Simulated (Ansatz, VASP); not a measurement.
## Two plane-wave programs on GaC

```
Ga C
1.0
     0.00000    2.19806    2.19806
     2.19806    0.00000    2.19806
     2.19806    2.19806    0.00000
Ga C
1 1
Direct
  0.50000 0.50000 0.50000
  0.00000 0.00000 0.00000
```

Alike in both runs: functional PBE; k mesh 22 × 22 × 22; occupations gaussian, width 0.1 eV; no spin polarisation.

Ansatz relaxed the structure, and its values are those at the end. VASP's run is a single point on that final structure, the one shown.

```csv
,VASP,Ansatz
version,VASP 6.6.1,Ansatz 0.2.0
potentials or method,"VASP PAW PBE potentials, release 64 (Ga_d, C), cutoff 520 eV","scalar-relativistic, plane waves, PAW"
valence electrons in the cell,17,17
```

|  | VASP | Ansatz | Ansatz less VASP |
| --- | --- | --- | --- |
| gap on the k mesh at the Fermi level (eV) | none | none | - |
| pressure (GPa) | 0.4 | 0.0 | -0.42 |

A gap of «none» marks a metal or a gap that the smearing closes. With one functional, cell and mesh, what is left measures potentials, basis and numerics.
